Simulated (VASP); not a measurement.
# CrCdC4N4 (P-43m) in VASP: single point with PBE

Aim: the single point of CrCdC4N4 with PBE.

Everything below comes from runs of VASP 6.6.1. Logs are shortened: lines on timing, memory, paths and dates and some standing lists are left out, and cuts for length are marked.

## Step 1: The cell of the first run

The structure is cubic, space group P-43m (No. 215). The conventional cell has a = 6.248 Å, b = 6.248 Å, c = 6.248 Å, α = 90.00°, β = 90.00°, γ = 90.00°. Cr (site symmetry -43m) has 4 C at 2.05 Å within 2.7 Å. Within 2.9 Å of Cd (site symmetry -43m) lie 4 N at 2.19 Å. Within 1.6 Å of C (site symmetry 3m) lie 1 N at 1.17 Å. N (site symmetry 3m) has 1 C at 1.17 Å within 1.6 Å.

## Step 2: Single point, PBE, collinear spin, ferromagnetic start

INCAR

```
SYSTEM = CrCdC4N4
  PREC = Accurate
  ENCUT = 520
  EDIFF = 1E-6
  ISMEAR = 0
  SIGMA = 0.1
  LREAL = .False.
  LASPH = .True.
  NELM = 150
  ALGO = Normal
  ISIF = 2
  LWAVE = .False.
  LCHARG = .False.
  ISPIN = 2
  MAGMOM = 2.96 0 0 0 0 0 0 0 0 0
  LORBIT = 11
  LMAXMIX = 4
  GGA = PE
  NBANDS = 45
```

KPOINTS

```
Automatic mesh
0
Gamma
  6 6 6
  0 0 0
```

POSCAR

```
CrCdC4N4
1.0
    6.2476335161      0.0000000000      0.0000000000
    0.0000000000      6.2476335161      0.0000000000
    0.0000000000      0.0000000000      6.2476335161
Cr Cd C N
1 1 4 4
Direct
    0.0000000000      0.0000000000      0.0000000000
    0.5000000000      0.5000000000      0.5000000000
    0.1898973806      0.1898973806      0.1898973806
    0.1898973806      0.8101026194      0.8101026194
    0.8101026194      0.1898973806      0.8101026194
    0.8101026194      0.8101026194      0.1898973806
    0.2979377555      0.2979377555      0.2979377555
    0.2979377555      0.7020622445      0.7020622445
    0.7020622445      0.2979377555      0.7020622445
    0.7020622445      0.7020622445      0.2979377555
```

Potentials or basis: VASP PAW PBE potentials, release 64 (Cr_pv, Cd, C, N).

Run with:

```sh
$ cat potpaw_PBE.64/Cr_pv/POTCAR potpaw_PBE.64/Cd/POTCAR potpaw_PBE.64/C/POTCAR potpaw_PBE.64/N/POTCAR > POTCAR
$ mpirun -np 1 vasp_std > vasp.out
```

OUTCAR:

```text
SYSTEM = CrCdC4N4
   PREC = Accurate
   ENCUT = 520
   EDIFF = 1E-6
   ISMEAR = 0
   LREAL = .False.
   LASPH = .True.
   NELM = 150
   ISIF = 2
   ISPIN = 2
   LORBIT = 11
   GGA = PE

 ion  position               nearest neighbor table
   1  0.000  0.000  0.000-   3 2.05   4 2.05   5 2.05   6 2.05
   2  0.500  0.500  0.500-   7 2.19   8 2.19   9 2.19  10 2.19
   3  0.190  0.190  0.190-   7 1.17   1 2.05
   4  0.190  0.810  0.810-   8 1.17   1 2.05
   5  0.810  0.190  0.810-   9 1.17   1 2.05
   6  0.810  0.810  0.190-  10 1.17   1 2.05
   7  0.298  0.298  0.298-   3 1.17   2 2.19
   8  0.298  0.702  0.702-   4 1.17   2 2.19
   9  0.702  0.298  0.702-   5 1.17   2 2.19
  10  0.702  0.702  0.298-   6 1.17   2 2.19

  LATTYP: Found a simple cubic cell.
 ALAT       =     6.2476335161

  Lattice vectors:

 A1 = (   6.2476335161,   0.0000000000,   0.0000000000)
 A2 = (   0.0000000000,   6.2476335161,   0.0000000000)
 A3 = (   0.0000000000,   0.0000000000,   6.2476335161)

Analysis of symmetry for initial positions (statically):
=====================================================================
 Subroutine PRICEL returns:
 Original cell was already a primitive cell.

 Routine SETGRP: Setting up the symmetry group for a
 simple cubic supercell.

 Subroutine GETGRP returns: Found 24 space group operations
 (whereof 24 operations were pure point group operations)
 out of a pool of 48 trial point group operations.

The static configuration has the point symmetry T_d .

Analysis of symmetry for dynamics (positions and initial velocities):
=====================================================================
 Subroutine PRICEL returns:
 Original cell was already a primitive cell.

 Routine SETGRP: Setting up the symmetry group for a
 simple cubic supercell.

 Subroutine GETGRP returns: Found 24 space group operations
 (whereof 24 operations were pure point group operations)
 out of a pool of 48 trial point group operations.

The dynamic configuration has the point symmetry T_d .

Analysis of structural, dynamic, and magnetic symmetry:
=====================================================================
 Subroutine PRICEL returns:
 Original cell was already a primitive cell.

 Routine SETGRP: Setting up the symmetry group for a
 simple cubic supercell.

 Subroutine GETGRP returns: Found 24 space group operations
 (whereof 24 operations were pure point group operations)
 out of a pool of 48 trial point group operations.

The overall configuration has the point symmetry T_d .

 Subroutine INISYM returns: Found 24 space group operations
 (whereof 24 operations are pure point group operations),
 and found     1 'primitive' translations

----------------------------------------------------------------------------------------

                                     Primitive cell

  volume of cell :     243.8634

  direct lattice vectors                    reciprocal lattice vectors
     6.247633516  0.000000000  0.000000000     0.160060605  0.000000000  0.000000000
     0.000000000  6.247633516  0.000000000     0.000000000  0.160060605  0.000000000
     0.000000000  0.000000000  6.247633516     0.000000000  0.000000000  0.160060605

  length of vectors
     6.247633516  6.247633516  6.247633516     0.160060605  0.160060605  0.160060605

  position of ions in fractional coordinates (direct lattice)
     0.000000000  0.000000000  0.000000000
     0.500000000  0.500000000  0.500000000
     0.189897381  0.189897381  0.189897381
     0.189897381  0.810102619  0.810102619
     0.810102619  0.189897381  0.810102619
     0.810102619  0.810102619  0.189897381
     0.297937756  0.297937756  0.297937756
     0.297937756  0.702062244  0.702062244
     0.702062244  0.297937756  0.702062244
     0.702062244  0.702062244  0.297937756

  ion indices of the primitive-cell ions
   primitive index   ion index
                 1           1
                 2           2
                 3           3
                 4           4
                 5           5
                 6           6
                 7           7
                 8           8
                 9           9
                10          10

[... 58 lines left out ...]
   ISTART =      0    job   : 0-new  1-cont  2-samecut
   ICHARG =      2    charge: 1-file 2-atom 10-const
   ISPIN  =      2    spin polarized calculation?
   LNONCOLLINEAR =      F non collinear calculations
   LSORBIT =      F    spin-orbit coupling
   LASPH  =      T    aspherical Exc in radial PAW
   ENCUT  =  520.0 eV  38.22 Ry    6.18 a.u.  11.62 11.62 11.62*2*pi/ulx,y,z
   NELM   =    150;   NELMIN=  2; NELMDL= -5     # of ELM steps
   EDIFF  = 0.1E-05   stopping-criterion for ELM
   LREAL  =      F    real-space projection
   EDIFFG = 0.1E-04   stopping-criterion for IOM
   NSW    =      0    number of steps for IOM
   IBRION =     -1    ionic relax: 0-MD 1-quasi-New 2-CG
   NFREE  =      0    steps in history (QN), initial steepest desc. (CG)
   ISIF   =      2    stress and relaxation
   ISYM   =      2    0-nonsym 1-usesym 2-fastsym
   POTIM  = 0.5000    time-step for ionic-motion
   TEBEG  =    0.0;   TEEND  =   0.0 temperature during run
   PSTRESS=    0.0 pullay stress
   NELECT =      60.0000    total number of electrons
   NUPDOWN=      -1.0000    fix difference up-down
   EMIN   =  10.00;   EMAX   =-10.00  energy-range for DOS
   EFERMI =   0.00;   METHOD = LEGACY
   ISMEAR =     0;   SIGMA  =   0.10  broadening in eV -4-tet -1-fermi 0-gaus
   EFERMI_NEDOS =   21; number of points for ismear=-14 and -15
   IALGO  =     38    algorithm
   IMIX   =      4    mixing-type and parameters
     AMIX     =   0.40;   BMIX     =  1.00
     AMIX_MAG =   1.60;   BMIX_MAG =  1.00
  volume/ion in A,a.u.               =      24.39       164.57
  Fermi-wavevector in a.u.,A,eV,Ry     =   1.025832  1.938542 14.317845  1.052332
  Thomas-Fermi vector in A             =   2.159693
   LORBIT       =     11    0 simple, 1 ext, 2 COOP (PROOUT), +10 PAW based schemes
   GGA     = PE    functional components
   LHFCALC =     F    Hartree Fock is set to
   AEXX    =    0.0000 exact exchange contribution
   IVDW    =     0    specifies the selected vdW correction
   LEPSILON=     F    determine dielectric tensor
   LRPA    =     F    only Hartree local field effects (RPA)
 spin polarized calculation
 Gauss-broadening in eV      SIGMA  =   0.10
  energy-cutoff  :      520.00
  volume of cell :      243.86
 maximum number of plane-waves:      6704
 NGX is ok and might be reduce to    48
   NGX = 23   NGY = 23   NGZ = 23

 number of electron      60.0000018 magnetization       4.0000757

 Free energy of the ion-electron system (eV)
  ---------------------------------------------------
  ext. energy  EPLUGINS =         0.00000000
  ---------------------------------------------------
  free energy    TOTEN  =       -76.11505423 eV

  energy without entropy =      -76.04675814  energy(sigma->0) =      -76.08090619

 E-fermi :  -1.3135     XC(G=0):  -6.6429

 val. band max:       -1.3144022301   @ k =   0.5000   0.5000   0.1667
 cond. band min:      -1.3101165554   @ k =   0.5000   0.3333   0.1667
 fundamental gap:      0.0042856746
 Fermi energy:        -1.3134564033

 spin component 1

 k-point     1 :       0.0000    0.0000    0.0000
  band No.  band energies     occupation
      1     -45.5334      1.00000
      2     -45.5334      1.00000
      3     -45.5334      1.00000
      4     -19.1915      1.00000
      5     -19.1293      1.00000
      6     -19.1293      1.00000
[... 889 lines left out ...]
     41       3.6095      0.00000
     42       3.6095      0.00000
 Fermi energy:        -1.3134564033

 spin component 2

 k-point     1 :       0.0000    0.0000    0.0000
  band No.  band energies     occupation
      1     -42.2819      1.00000
      2     -42.2819      1.00000
      3     -42.2819      1.00000
      4     -19.1147      1.00000
      5     -19.0534      1.00000
      6     -19.0534      1.00000
[... 889 lines left out ...]
     41       4.0234      0.00000
     42       4.0234      0.00000
 [bands above 42 left out]

------------------------ aborting loop because EDIFF is reached ----------------------------------------

  FORCE on cell =-STRESS in cart. coord.  units (eV):
  Direction    XX          YY          ZZ          XY          YZ          ZX
  --------------------------------------------------------------------------------------
  -------------------------------------------------------------------------------------
  Total        0.7525216      0.7525216      0.7525216     -0.0000000     -0.0000000      0.0000000
  in kB        4.9440507      4.9440507      4.9440507     -0.0000000     -0.0000000      0.0000000
  external PRESSURE =       4.9440507 kB  Pullay stress =       0.0000000 kB

 VOLUME and BASIS-vectors are now :
 -----------------------------------------------------------------------------
  energy-cutoff  :      520.00
  volume of cell :      243.86
      direct lattice vectors                 reciprocal lattice vectors
     6.247633516  0.000000000  0.000000000     0.160060605  0.000000000  0.000000000
     0.000000000  6.247633516  0.000000000     0.000000000  0.160060605  0.000000000
     0.000000000  0.000000000  6.247633516     0.000000000  0.000000000  0.160060605

 POSITION                                       TOTAL-FORCE (eV/Angst)
 -----------------------------------------------------------------------------------
      0.00000      0.00000      0.00000        -0.000000      0.000000     -0.000000
      3.12382      3.12382      3.12382        -0.000000      0.000000     -0.000000
      1.18641      1.18641      1.18641        -0.207179     -0.207179     -0.207179
      1.18641      5.06122      5.06122        -0.207179      0.207179      0.207179
      5.06122      1.18641      5.06122         0.207179     -0.207179      0.207179
      5.06122      5.06122      1.18641         0.207179      0.207179     -0.207179
      1.86141      1.86141      1.86141         0.181158      0.181158      0.181158
      1.86141      4.38623      4.38623         0.181158     -0.181158     -0.181158
      4.38623      1.86141      4.38623        -0.181158      0.181158     -0.181158
      4.38623      4.38623      1.86141        -0.181158     -0.181158      0.181158
 -----------------------------------------------------------------------------------
    total drift:                               -0.000000     -0.000000     -0.000000

  FREE ENERGIE OF THE ION-ELECTRON SYSTEM (eV)
  ---------------------------------------------------
  free  energy   TOTEN  =       -76.1150542340 eV

  energy  without entropy=      -76.0467581384  energy(sigma->0) =      -76.08090619

 total charge

# of ion       s       p       d       tot
------------------------------------------
    1        0.320   6.325   4.009  10.654
    2        0.320   0.320   9.612  10.251
    3        0.965   1.624   0.000   2.589
    4        0.965   1.624   0.000   2.589
    5        0.965   1.624   0.000   2.589
    6        0.965   1.624   0.000   2.589
    7        1.300   2.578   0.000   3.879
    8        1.300   2.578   0.000   3.879
    9        1.300   2.578   0.000   3.879
   10        1.300   2.578   0.000   3.879
--------------------------------------------------
tot          9.700  23.456  13.621  46.776

 magnetization (x)

# of ion       s       p       d       tot
------------------------------------------
    1        0.028   0.079   3.094   3.201
    2       -0.000  -0.001   0.005   0.004
    3       -0.009  -0.028   0.000  -0.036
    4       -0.009  -0.028   0.000  -0.036
    5       -0.009  -0.028   0.000  -0.036
    6       -0.009  -0.028   0.000  -0.036
    7        0.004   0.072   0.000   0.075
    8        0.004   0.072   0.000   0.075
    9        0.004   0.072   0.000   0.075
   10        0.004   0.072   0.000   0.075
--------------------------------------------------
tot          0.007   0.254   3.099   3.360
```

Wall time 13 min (1 thread of Intel Xeon 8259CL, shared host); peak memory 0.61 GiB.

What came out:

```yaml
Free_energy: -76.1151 eV
Pressure: 0.5 GPa
Largest_force: 0.359 eV/Å
Band_gap_on_the_k_mesh: zero (filled and empty bands overlap)
Net_moment: 4.00 μB per cell
Site_moments: Cr +3.20; Cd +0.00; C -0.04; N +0.07 μB
Valence_electrons_inside_the_program's_atomic_spheres: Cr 10.65; Cd 10.25; C 2.59; N 3.88
```

Forces on the atoms (eV/Å):
```
Cr   0.000  0.000  0.000
Cd   0.000  0.000  0.000
C   -0.207 -0.207 -0.207
C   -0.207  0.207  0.207
C    0.207 -0.207  0.207
C    0.207  0.207 -0.207
N    0.181  0.181  0.181
N    0.181 -0.181 -0.181
N   -0.181  0.181 -0.181
N   -0.181 -0.181  0.181
```

Caveat: a cell with one magnetic atom can't hold antiferromagnetic order, which such compounds often take. With open d or f shells a metallic result of PBE can be an artefact of self-interaction; +U or a hybrid may open a gap.
